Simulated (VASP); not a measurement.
# MgB2 (P6/mmm) in VASP: further runs, part 2 of 2

VASP 6.6.1. The steps go on from the part before.

### Step 5. Relaxation of cell and atoms, revPBE+D4

This run uses another cell than the first one, of 9.68 Å³/atom, 1.057 times its volume.

INCAR

```
PREC = Accurate ; ENCUT = 600
EDIFF = 1E-6 ; ISMEAR = -1
SIGMA = 0.05 ; LREAL = False
LASPH = True ; NELM = 60
ALGO = Normal ; ISIF = 3
LWAVE = False ; LCHARG = False
GGA = RE ; IVDW = 13
IBRION = 2 ; NSW = 60
EDIFFG = -0.01
```

KPOINTS

```
regular mesh
0
Gamma
  10 10 8
```

POSCAR

```
MgB2
1.0
    3.0850000000      0.0000000000      0.0000000000
   -1.5425000000      2.6716883707      0.0000000000
    0.0000000000      0.0000000000      3.5230000000
Mg B
1 2
Direct
    0.0000000000      0.0000000000      0.0000000000
    0.6666666667      0.3333333333      0.5000000000
    0.3333333333      0.6666666667      0.5000000000
```

Potentials or basis: VASP PAW PBE potentials, release 64 (Mg, B).

Launch:

```console
$ cat potpaw_PBE.64/Mg/POTCAR potpaw_PBE.64/B/POTCAR > POTCAR
$ mpirun -np 1 vasp_std > vasp.out
```

OUTCAR:

```text
PREC = Accurate
   ENCUT = 600
   EDIFF = 1E-6
   ISMEAR = -1
   LREAL = False
   LASPH = True
   NELM = 60
   ISIF = 3
   GGA = RE
   IVDW = 13
   IBRION = 2
   NSW = 60
   EDIFFG = -0.01

 ion  position               nearest neighbor table
   1  0.000  0.000  0.000-   2 2.51   3 2.51   2 2.51   3 2.51   2 2.51   2 2.51   3 2.51   3 2.51
                             2 2.51   2 2.51   3 2.51   3 2.51
   2  0.667  0.333  0.500-   3 1.78   3 1.78   3 1.78   1 2.51   1 2.51   1 2.51   1 2.51   1 2.51
                             1 2.51
   3  0.333  0.667  0.500-   2 1.78   2 1.78   2 1.78   1 2.51   1 2.51   1 2.51   1 2.51   1 2.51
                             1 2.51

  LATTYP: Found a hexagonal cell.
 ALAT       =     3.0850000000
 C/A-ratio  =     1.1419773096

  Lattice vectors:

 A1 = (   3.0850000000,   0.0000000000,   0.0000000000)
 A2 = (  -1.5425000000,   2.6716883707,   0.0000000000)
 A3 = (   0.0000000000,   0.0000000000,   3.5230000000)

Analysis of symmetry for initial positions (statically):
[... 343 lines left out ...]
  ---------------------------------------------------
  ext. energy  EPLUGINS =         0.00000000
  ---------------------------------------------------
  free energy    TOTEN  =       -14.63678470 eV

  energy without entropy =      -14.63161334  energy(sigma->0) =      -14.63419902

 E-fermi :   5.7638     XC(G=0): -11.0515

 val. band max:        5.6687407042   @ k =   0.1000   0.0000   0.1250
 cond. band min:       5.7752374708   @ k =   0.4000   0.2000   0.1250
 fundamental gap:      0.1064967666
 Fermi energy:         5.7638197899

 k-point     1 :       0.0000    0.0000    0.0000
  band No.  band energies     occupation
      1      -7.0326      2.00000
      2       2.8860      2.00000
      3       6.0189      0.01211
      4       6.0189      0.01211
      5       7.8291      0.00000
      6      12.0376      0.00000
      7      12.0376      0.00000
      8      13.9676      0.00000
[... 243 lines left out ...]
 k-point    24 :       0.4000    0.1000    0.1250
  band No.  band energies     occupation
      1      -3.3390      2.00000
      2      -1.5533      2.00000
      3       2.7530      2.00000
      4       5.1189      1.99999
      5       8.0636      0.00000
      6      11.0025      0.00000
      7      12.6271      0.00000
      8      14.6356      0.00000

 [... further k-points ...]

------------------------ aborting loop because EDIFF is reached ----------------------------------------

  DFT-D4 for vdW energy calculation

  Edisp (eV):   -1.35024
[... 26 lines left out ...]
  FREE ENERGIE OF THE ION-ELECTRON SYSTEM (eV)
  ---------------------------------------------------
  free  energy   TOTEN  =       -15.9870265403 eV

  energy  without entropy=      -15.9818551837  energy(sigma->0) =      -15.98444086

 reached required accuracy - stopping structural energy minimisation
```

OSZICAR:

```text
N       E                     dE             d eps       ncg     rms          rms(c)
DAV:   1     0.838644236499E+01    0.83864E+01   -0.43275E+03  1208   0.952E+02
DAV:   2    -0.159674729298E+02   -0.24354E+02   -0.23503E+02  1656   0.121E+02
DAV:   3    -0.162930130769E+02   -0.32554E+00   -0.32426E+00  1432   0.160E+01
DAV:   4    -0.162936615116E+02   -0.64843E-03   -0.64809E-03  1720   0.599E-01
[... 31 lines left out ...]
       N       E                     dE             d eps       ncg     rms          rms(c)
DAV:   1    -0.146370154526E+02    0.14893E-02   -0.10174E-02  1464   0.779E-01    0.585E-02
DAV:   2    -0.146368204625E+02    0.19499E-03   -0.41737E-04  1520   0.136E-01    0.239E-02
DAV:   3    -0.146367852508E+02    0.35212E-04   -0.14186E-04  1256   0.668E-02    0.441E-03
DAV:   4    -0.146367847000E+02    0.55081E-06   -0.35917E-06  1288   0.161E-02
   5 F= -.15987027E+02 E0= -.15984441E+02  d E =-.358168E-02
```

CONTCAR:

```text
MgB2
   1.00000000000000
     3.0535961686437934    0.0000000000000000   -0.0000000000000000
    -1.5267980843218967    2.6444918549685879   -0.0000000000000000
     0.0000000000000000   -0.0000000000000000    3.4188686542245708
  Mg              B
     1     2
Direct
     0.0000000000000000    0.0000000000000000    0.0000000000000000
     0.6666666667000030    0.3333333332999970    0.5000000000000000
     0.3333333332999970    0.6666666667000030    0.5000000000000000

  0.00000000E+00  0.00000000E+00  0.00000000E+00
  0.00000000E+00  0.00000000E+00  0.00000000E+00
  0.00000000E+00  0.00000000E+00  0.00000000E+00
```

Wall time 51 s (1 thread of Intel Xeon Platinum 8259CL at 2.50GHz (Skylake/Cascade Lake), shared host); peak memory 0.18 GiB.

Results:

- Free energy: -15.9870 eV
- Relaxed volume: 9.20 Å³/atom
- Relaxed cell: a = 3.054 Å, b = 3.054 Å, c = 3.419 Å, α = 90.00°, β = 90.00°, γ = 120.00°
- Space group after relaxing (to 0.05 Å): P6/mmm (No. 191)
- Energy gained by relaxing: 10.9 meV/atom
- Ionic steps: 5
- Pressure after relaxing: 0.0 GPa
- Band gap on the k mesh: zero (band 4 reaches 6.97 eV, above the bottom of band 5 at 4.26 eV)
- Dispersion energy per atom: -0.450 eV

Step by step:
```csv
step,energy change (eV),largest force (eV/Å),pressure (GPa),volume (Å³)
1,0.0000,0.0000,-6.59,29.04
2,-0.0277,0.0000,1.99,27.40
3,-0.0293,0.0000,0.28,27.69
4,-0.0326,0.0000,0.11,27.63
5,-0.0328,0.0000,0.05,27.61
```

Final structure:
```xyz
3
Lattice="3.0536 0.0000 0.0000 -1.5268 2.6445 0.0000 0.0000 0.0000 3.4189" Properties=species:S:1:pos:R:3 pbc="T T T"
Mg    0.0000    0.0000    0.0000
B     1.5268    0.8815    1.7094
B     0.0000    1.7630    1.7094
```

Caveat: the PAW data sets were made with another functional, which shifts forces and pressure a little; pairwise dispersion overbinds metals, which lowers pressure and volume.

### Step 6. Summary

| task | level | cell | cutoff (eV) | gap on the mesh (eV) | pressure (GPa) | relaxed volume (Å³/atom) |
| --- | --- | --- | --- | --- | --- | --- |
| single point | revPBE+D3(BJ) | a = 3.043, b = 3.043, c = 3.425 Å, angles 90.0, 90.0, 120.0°, 3 atoms | 520 | none | -0.4 | - |
| single point | revPBE+D4 | a = 3.055, b = 3.055, c = 3.425 Å, angles 90.0, 90.0, 120.0°, 3 atoms | 520 | none | -0.4 | - |
| relaxation of cell and atoms | revPBE+D3(BJ) | relaxed from a = 3.085, b = 3.085, c = 3.523 Å, angles 90.0, 90.0, 120.0°, 3 atoms | 600 | none | 0.0 | 9.13 |
| relaxation of cell and atoms | revPBE+D4 | relaxed from a = 3.085, b = 3.085, c = 3.523 Å, angles 90.0, 90.0, 120.0°, 3 atoms | 600 | none | 0.0 | 9.20 |

Alike in all rows: potentials or basis VASP PAW PBE potentials, release 64 (Mg, B); no spin polarisation; k mesh 10 × 10 × 8; smearing fermi-dirac 0.05 eV.

Caveats: the PAW data sets were made with another functional, which shifts forces and pressure a little; pairwise dispersion overbinds metals, which lowers pressure and volume.

Absolute energies hang on the potentials; compare differences alone.
